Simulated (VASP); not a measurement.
# PtSe2: single point with PBE

The system is PtSe2.

```xyz
3
Lattice="3.7287 0.0882 0.0000 -1.7880 3.1850 0.0000 0.0000 0.0000 5.2772" Properties=species:S:1:pos:R:3 pbc="T T T"
Pt    0.0000    0.0000    0.0000
Se    0.0767    2.1522    1.3005
Se    1.8640    1.1210    3.9766
```

This cell differs from its parent crystal: shear xy strain +4.7%.

```json
{
  "Program": "VASP 6.6.1",
  "Task": "single point",
  "Functional": "PBE",
  "Potentials or basis": "VASP PAW PBE potentials, release 64 (Pt, Se)",
  "Cutoff": "520 eV",
  "k mesh": "12 × 12 × 6",
  "Occupations": "fermi-dirac, width 0.02 eV",
  "Spin": "no spin polarisation"
}
```

* Pressure: 3.8 GPa
* Largest force: 0.172 eV/Å
* Band gap on the k mesh: zero (band 11 reaches 6.20 eV, above the bottom of band 12 at 5.96 eV)

Forces on the atoms (eV/Å):
```
Pt   0.000  0.000  0.000
Se   0.034  0.003  0.168
Se  -0.034 -0.003 -0.168
```

Stress tensor (GPa, compression positive):
```
 4.35 -2.61  0.83
-2.61  4.35 -0.04
 0.83 -0.04  2.59
```

Levels at points of the mesh, in eV from the Fermi level:
```csv
k point,band 8,band 9,band 10,band 11,band 12,band 13,band 14,band 15
"(0.00, 0.00, 0.00)",-2.61,-1.20,-0.84,0.19,1.50,1.52,3.85,4.01
"(0.50, 0.00, 0.00)",-3.42,-3.30,-3.03,-2.98,0.66,2.20,4.82,5.95
"(0.00, 0.50, 0.00)",-3.47,-3.26,-3.25,-2.90,0.67,2.16,4.62,5.67
"(0.50, 0.50, 0.00)",-3.41,-3.37,-3.31,-2.86,0.71,2.11,4.38,5.42
"(0.00, 0.00, 0.50)",-2.90,-1.81,-1.48,-1.21,2.11,2.19,4.72,6.05
"(0.50, 0.00, 0.50)",-3.41,-3.21,-2.50,-1.56,1.13,1.38,4.41,4.95
"(0.00, 0.50, 0.50)",-3.41,-3.06,-2.72,-1.52,1.05,1.49,4.23,4.78
"(0.50, 0.50, 0.50)",-3.38,-2.99,-2.95,-1.48,0.98,1.55,4.05,4.61
```

Run time: 2.4 min on 1 thread of Intel(R) Xeon(R) 6975P-C (Granite Rapids), on a shared host, peak memory 0.58 GiB.

Caveat: the cell differs from its parent crystal (shear xy strain +4.7%); spin-orbit coupling is left out, which moves the levels of the heavy elements.
